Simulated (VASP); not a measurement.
Wanted: the native input for a VASP 6.6.1 run.

| Quantity | Value |
| --- | --- |
| Task | single point |
| Functional | PBE |
| Potentials or basis | VASP PAW PBE potentials, release 64 (Fe, O) |
| Cutoff | 520 eV |
| k mesh | 10 × 10 × 10 |
| Occupations | fermi-dirac, width 0.05 eV |
| Spin | collinear spin, ferromagnetic start |
| Starting moments | [3.0, 0.0] μB |
| Dipole correction | no |
| Further INCAR settings | ALGO = Normal; EDIFF = 1e-06; NBANDS = 18 |

The structure of FeO lies in POSCAR:

```
FeO
1.0
    0.0000000000      2.3658968058      2.3658968058
    2.3658968058      0.0000000000      2.3658968058
    2.3658968058      2.3658968058      0.0000000000
Fe O
1 1
Direct
    0.0000000000      0.0000000000      0.0000000000
    0.2500000000      0.2500000000      0.2500000000
```

These files were run (other wordings do the same):

INCAR

```
ALGO = Normal ; EDIFF = 1E-6
ENCUT = 520 ; GGA = PE
ISIF = 2 ; ISMEAR = -1
ISPIN = 2 ; LASPH = T
LCHARG = T ; LELF = T
LMAXMIX = 4 ; LORBIT = 11
LREAL = F ; LVHAR = T
LWAVE = F ; MAGMOM = 3 0
NBANDS = 18 ; NELM = 150
PREC = Accurate ; SIGMA = 0.05
```

KPOINTS

```
k-points
0
Gamma
  10 10 10
```

Potentials or basis: VASP PAW PBE potentials, release 64 (Fe, O).

The run is started by

```sh
$ cat potpaw_PBE.64/Fe/POTCAR potpaw_PBE.64/O/POTCAR > POTCAR
$ mpirun -np 1 vasp_std > vasp.out
```

Results of the run:

```json
{
 "Pressure": "-9.9 GPa",
 "Band gap on the k mesh": "zero (filled and empty bands overlap)",
 "Net moment": "4.02 μB per cell",
 "Site moments": "Fe +3.62; O +0.29 μB",
 "Valence electrons inside the program's atomic spheres": "Fe 6.70; O 4.97"
}
```

Caveat: a cell with one magnetic atom can't hold antiferromagnetic order, which such compounds often take; semilocal functionals often make such compounds metallic where correlation or magnetic order opens a gap, which also shifts bond lengths.

Wall time 74 s on 1 thread of Intel(R) Xeon(R) Platinum 8488C (Sapphire Rapids) (shared host), peak memory 0.19 GiB.
